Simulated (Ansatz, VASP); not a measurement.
## CoO: VASP beside Ansatz

Contents of INCAR:

```
  ALGO = Normal
  EDIFF = 1E-6
  ENCUT = 520
  GGA = PS
  ISIF = 2
  ISMEAR = -1
  ISPIN = 2
  LASPH = True
  LCHARG = False
  LMAXMIX = 4
  LORBIT = 11
  LREAL = False
  LWAVE = False
  MAGMOM = 1.5 0
  NBANDS = 18
  NELM = 150
  NUPDOWN = 1.5
  PREC = Accurate
  SIGMA = 0.05
```

The input KPOINTS:

```
k-points
0
Gamma
  9 9 9
```

Contents of POSCAR:

```
CoO
1.0
    1.5054695445      0.8691832468      2.4399269062
   -1.5054695445      0.8691832468      2.4399269062
    0.0000000000     -1.7383664936      2.4399269062
Co O
1 1
Direct
    0.0000000000      0.0000000000      0.0000000000
    0.5000000000      0.5000000000      0.5000000000
```

input.yaml

```yaml
crystal:
  lattice:
    - [1.5054695445, 0.8691832468, 2.4399269062]
    - [-1.5054695445, 0.8691832468, 2.4399269062]
    - [0.0, -1.7383664936, 2.4399269062]
  atoms:
    - { symbol: Co, position: [0.0, 0.0, 0.0], spin: 1.5 }
    - { symbol: O, position: [0.5, 0.5, 0.5] }
hamiltonian:
  xc: pbesol
  pseudopotentials: { kind: paw }
magnetization:
  spin_polarized: true
  initial_magnetization: 1.5
  spin_locking: { lock_magnetization: hard }
kpoints:
  mp_grid: { grid: [9, 9, 9] }
scf:
  occupations: { method: fermi_dirac, width: 0.05 }
  lower_state_search: "off"
output:
  forces: true
  stress: true
  eigenvalues: true
  write_density: true
  write_potential: true
  elf: true
  volumetric_format: npy
```

Alike in both runs: task single point; functional PBEsol; k mesh 9 × 9 × 9; occupations fermi-dirac, width 0.05 eV; collinear spin; fixed moment 1.5 μB.

|  | VASP | Ansatz |
| --- | --- | --- |
| version | VASP 6.6.1 | Ansatz 0.2.0 |
| potentials or method | VASP PAW PBE potentials, release 64 (Co, O) | Ansatz PAW |
| plane-wave cutoff (eV) | 520 | 420 |
| valence electrons in the cell | 15 | 23 |

|  | VASP | Ansatz | Ansatz less VASP |
| --- | --- | --- | --- |
| pressure (GPa) | -21.5 | -21.1 | +0.32 |
| traceless stress, the component that is largest in VASP (GPa) | 0.11 | 0.11 | -0.008 |
| net moment per atom (μB) | 0.75 | 0.75 | 0.000 |
| size of the moment on the site where the two differ most (μB) | 1.45 | 1.39 | -0.062 |

VASP's potentials were made for PBE, not for PBEsol. Site moments also hang on the region over which each program counts them. VASP's potentials hold 15 valence electrons a cell and Ansatz's 23, so a difference there can come from the potentials and not from the codes.
